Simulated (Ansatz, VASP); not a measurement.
**TeMo5 in VASP and in Ansatz**

```
Te Mo
1.0
     5.13411    0.00000    0.00000
    -2.56705    4.44627    0.00000
     0.00000    0.00000    4.77659
Te Mo
1 5
Direct
  0.00000 0.00000 0.00000
  0.50000 0.00000 0.50000
  0.50000 0.50000 0.50000
  0.00000 0.50000 0.50000
  0.33333 0.66667 0.00000
  0.66667 0.33333 0.00000
```

Change from the starting cell: species swapped into the YNi5 type (P6/mmm, No. 191).

Alike in both runs: functional PBE; k mesh 6 × 6 × 4; occupations gaussian, width 0.1 eV; no spin polarisation.

Ansatz relaxed the structure, and its values are those at the end. VASP's run is a single point on that final structure, the one shown.

|  | VASP | Ansatz |
| --- | --- | --- |
| version | VASP 6.6.1 | Ansatz 0.2.0 |
| potentials or method | VASP PAW PBE potentials, release 64 (Te, Mo_sv), cutoff 520 eV | scalar-relativistic, plane waves, PAW |
| valence electrons in the cell | 76 | 86 |

```csv
,VASP,Ansatz,Ansatz less VASP
gap on the k mesh at the Fermi level (eV),none,none,-
pressure (GPa),0.4,0.1,-0.29
```

A gap of «none» marks a metal or a gap that the smearing closes. The functional is the same, so the differences come from potentials, cutoffs and numerics. VASP's potentials hold 76 valence electrons a cell and Ansatz's 86, so a difference there can come from the potentials and not from the codes.

Spin-orbit coupling is off throughout.
